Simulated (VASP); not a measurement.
Runs of VASP 6.6.1 on CuO. Symmetry: Pm-3m, No. 221, cubic system. The conventional cell has a = 2.553 Å, b = 2.553 Å, c = 2.553 Å, α = 90.00°, β = 90.00°, γ = 90.00°. Within 2.9 Å of Cu (site symmetry m-3m) lie 8 O at 2.21 Å and 6 Cu at 2.55 Å. O (site symmetry m-3m) has 8 Cu at 2.21 Å and 6 O at 2.55 Å within 2.9 Å. 

```tsv
spin	fixed moment (μB)	gap on the mesh (eV)	pressure (GPa)	moment (μB)
collinear, ferromagnetic start	0.75	-	-6.7	0.75
collinear, ferromagnetic start	1.0	-	(a)	1.00
collinear, ferromagnetic start	1.1	-	(b)	1.10
collinear	-	none	-5.8	1.00
collinear, ferromagnetic start	-	none	-5.7	1.00
off	-	none	-7.6	-
collinear, zero start	0.0	-	-7.5	0.00
```

Alike in all rows: task single point; level LDA+U; potentials or basis VASP PAW LDA potentials, release 64 (Cu, O); Cu d U = 8.0 eV; cell as given; k mesh 7 × 7 × 7; cutoff (eV) 600; smearing gaussian 0.05 eV.

Question: Fill in the values left out.

Answer: (a) -5.9; (b) -2.5.

Caveats: the cell stands under tension (at least some runs); a cell with one magnetic atom can't hold antiferromagnetic order, which such compounds often take (at least some runs); the total moment is fixed, so each spin has its own Fermi level (at least some runs); an odd number of electrons without spin polarisation forces a metal (at least some runs); a magnetic or distorted state may lie lower (at least some runs); U without spin polarisation on a metal has little footing (at least some runs).

A gap of «none» marks levels without a gap at the run's occupations.
